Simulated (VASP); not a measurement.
A run of VASP 6.6.1 is set up as follows.

File POSCAR:

```
P
1.0
    4.2729048574      0.0000000000      0.0000000000
    0.0000000000      4.2729048574      0.0000000000
    0.0000000000      0.0000000000      4.5969000000
P
1
Direct
    0.0000000000      0.0000000000      0.0000000000
```

The input INCAR.step1:

```
PREC = Accurate
ENCUT = 520
ISMEAR = 0
SIGMA = 0.15
LREAL = F
LASPH = T
NELM = 60
NBANDS = 8
GGA = PE
ALGO = Normal
EDIFF = 1E-4
LWAVE = T
LCHARG = F
```

INCAR.step2

```
PREC = Accurate
ENCUT = 520
EDIFF = 1E-6
ISMEAR = 0
SIGMA = 0.15
LREAL = F
LASPH = T
NELM = 60
ALGO = Normal
ISIF = 2
LWAVE = F
LCHARG = T
METAGGA = R2SCAN
LMIXTAU = T
LELF = T
LVHAR = T
NBANDS = 8
ISTART = 1
```

Contents of KPOINTS:

```
regular mesh
0
Gamma
  12 12 12
```

Potentials or basis: VASP PAW PBE potentials, release 64 (P).

The run is started by

```bash
$ cat potpaw_PBE.64/P/POTCAR > POTCAR
$ cp INCAR.step1 INCAR
$ mpirun -np 1 vasp_std > vasp.out
$ cp INCAR.step2 INCAR
$ mpirun -np 1 vasp_std > vasp.out
```

(1) Estimate the pressure.

(2) What does it give for the band gap on the k mesh?

## Answers

(1) -3.6 GPa.

(2) zero (an odd number of electrons rules out a gap without spin polarisation).

Caveat: the cell differs from its parent crystal (strain +0.000 along x and y, +0.050 along z); the cell stands under tension; the atoms stand far beyond bonding distance, and open shells without spin polarisation read as a metal; the PAW data sets were made with another functional, which shifts forces and pressure a little.
